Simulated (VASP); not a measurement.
# Ca: single point with PBE

Crystal: Ca.

```
Ca
1.0
    -2.25163    2.21383    2.23487
     2.21603   -2.23722    2.22267
     2.28387    2.26947   -2.25827
Ca
1
Direct
  0.01023 0.00536 0.01779
```

This cell differs from its parent crystal: the cell strained at random.

* Program: VASP 6.6.1
* Task: single point
* Functional: PBE
* Potentials or basis: VASP PAW PBE potentials, release 64 (Ca_sv)
* Cutoff: 520 eV
* k mesh: 8 × 8 × 8
* Occupations: fermi-dirac, width 0.05 eV
* Spin: no spin polarisation
* Dipole correction: no
* Further INCAR settings: ALGO = Normal; EDIFF = 1e-06; NBANDS = 11

```yaml
Pressure: -1.0 GPa
Band_gap_on_the_k_mesh: zero (band 5 reaches 2.05 eV, above the bottom of band 6 at 1.63 eV)
```

Stress tensor (GPa, compression positive):
```
-0.95 -0.17  0.18
-0.17 -0.95  0.11
 0.18  0.11 -0.98
```

Levels at points of the mesh, in eV from the Fermi level:
```
           k point  band 3  band 4  band 5  band 6  band 7  band 8
(0.00, 0.00, 0.00)  -23.11  -23.11   -3.93    2.17    2.19    2.31
(0.50, 0.00, 0.00)  -23.15  -23.11   -0.82   -0.01    1.31    3.11
(0.00, 0.50, 0.00)  -23.15  -23.11   -0.81    0.00    1.34    3.08
(0.50, 0.50, 0.00)  -23.15  -23.11   -0.83   -0.02    1.37    3.06
(0.00, 0.00, 0.50)  -23.14  -23.11   -0.89   -0.11    1.35    3.11
(0.50, 0.00, 0.50)  -23.14  -23.11   -0.88   -0.10    1.32    3.14
(0.00, 0.50, 0.50)  -23.14  -23.11   -0.86   -0.07    1.30    3.15
(0.50, 0.50, 0.50)  -23.19  -23.18    0.13    0.15    3.63    3.69
```

Run time: 45 s on 1 thread of Intel(R) Xeon(R) 6975P-C (Granite Rapids) (shared host), peak memory 0.26 GiB.

Caveat: the cell differs from its parent crystal (the cell strained at random).
